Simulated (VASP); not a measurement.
A run of VASP 6.6.1 is set up as follows.

Contents of POSCAR:

```
Ni
1.0
    0.0000000000      1.7780947537      1.7780947537
    1.7780947537      0.0000000000      1.7780947537
    1.7780947537      1.7780947537      0.0000000000
Ni
1
Direct
    0.0000000000      0.0000000000      0.0000000000
```

Contents of INCAR.step1:

```
SYSTEM = Ni
PREC = Accurate
ENCUT = 510
EDIFF = 1E-5
ISMEAR = -1
SIGMA = 0.1
LREAL = .FALSE.
LASPH = .TRUE.
NELM = 120
ALGO = Normal
ISIF = 2
LWAVE = .TRUE.
GGA = PE
NBANDS = 15
GGA_COMPAT = .FALSE.
```

File INCAR.step2:

```
SYSTEM = Ni
PREC = Accurate
ENCUT = 510
EDIFF = 1E-6
ISMEAR = -1
SIGMA = 0.1
LREAL = .FALSE.
LASPH = .TRUE.
NELM = 120
ALGO = Normal
ISIF = 2
LWAVE = .FALSE.
LCHARG = .TRUE.
GGA = PE
LHFCALC = .TRUE.
HFSCREEN = 0.2079
PRECFOCK = Normal
LELF = .TRUE.
LVHAR = .TRUE.
ISTART = 1
NBANDS = 15
GGA_COMPAT = .FALSE.
```

The input KPOINTS:

```
regular mesh
0
G
  6 6 6
  0 0 0
```

Potentials or basis: VASP PAW PBE potentials, release 64 (Ni_sv_GW).

The run is started by

```sh
$ cat potpaw_PBE.64/Ni_sv_GW/POTCAR > POTCAR
$ cp INCAR.step1 INCAR
$ mpirun -np 1 vasp_std > vasp.out
$ cp INCAR.step2 INCAR
$ mpirun -np 1 vasp_std > vasp.out
```

(1) What does it give for the band gap on the k mesh?

(2) Predict the pressure.

## Answers

(1) zero (bands 9 and 10 overlap by 2.03 eV).

(2) -17.4 GPa.

Caveat: the k points lie up to 0.51 Å⁻¹ apart, too coarse for converged energies and pressures of a metal; the PAW data sets were made with another functional, which shifts forces and pressure a little; the run has no spin polarisation, though such a crystal can be magnetic.
